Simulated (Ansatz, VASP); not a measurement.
**B3N2 in VASP and in Ansatz**

```
B N
1.0
     3.57082    0.00000    0.00000
    -1.78541    3.09242    0.00000
     0.00000    0.00000    4.99101
B N
3 2
Cartesian
  0.9270 1.5264 4.7114
  1.7854 0.0396 4.7114
  2.6438 1.5264 4.7114
  0.0000 2.0616 0.7380
  0.0000 0.0000 3.9735
```

Alike in both runs: functional PBE; k mesh 12 × 12 × 8; occupations gaussian, width 0.1 eV; no spin polarisation.

Ansatz relaxed the structure, and its values are those at the end. VASP's run is a single point on that final structure, the one shown.

|  | VASP | Ansatz |
| --- | --- | --- |
| version | VASP 6.6.1 | Ansatz 0.2.0 |
| potentials or method | VASP PAW PBE potentials, release 64 (B, N), cutoff 520 eV | scalar-relativistic, plane waves, PAW |
| valence electrons in the cell | 19 | 19 |

```csv
,VASP,Ansatz,Ansatz less VASP
gap on the k mesh at the Fermi level (eV),none,none,-
pressure (GPa),0.2,0.0,-0.15
rms of the force components (eV/Å),0.034,0.001,-0.0326
```

A gap of «none» marks a metal or a gap that the smearing closes.
